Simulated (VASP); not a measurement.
Input of a VASP 6.6.1 run:

The input INCAR:

```
ALGO = Fast ; EDIFF = 1E-6
ENCUT = 520 ; GGA = PE
ISIF = 2 ; ISMEAR = -1
LASPH = True ; LCHARG = True
LELF = True ; LREAL = False
LVHAR = True ; LWAVE = False
NBANDS = 25 ; NELM = 100
PREC = Accurate ; SIGMA = 0.015
```

The input KPOINTS:

```
k-points
0
Gamma
  6 6 6
```

POSCAR

```
Hg
1.0
    4.5400020208      0.0000000000      0.0000000000
   -2.2700010104      3.9317570832      0.0000000000
    0.0000000000      0.0000000000      3.8700000000
Hg
3
Direct
    0.3333333333      0.6666666667      0.5000000000
    0.0000000000      0.0000000000      0.0000000000
    0.6666666667      0.3333333333      0.5000000000
```

Potentials or basis: VASP PAW PBE potentials, release 64 (Hg).

Launch:

```bash
$ cat potpaw_PBE.64/Hg/POTCAR > POTCAR
$ mpirun -np 1 vasp_std > vasp.out
```

Question: Predict the pressure.

Answer: 13.8 GPa.

Question: Predict the band gap on the k mesh.

Answer: Zero (bands 18 and 19 overlap by 6.12 eV).

Stress tensor (GPa, compression positive):
```
18.26  0.00  0.00
 0.00 18.26  0.00
 0.00  0.00  4.97
```

Caveat: the stress differs along the axes, from 5 to 18 GPa; spin-orbit coupling is left out, which moves the levels of the heavy elements.
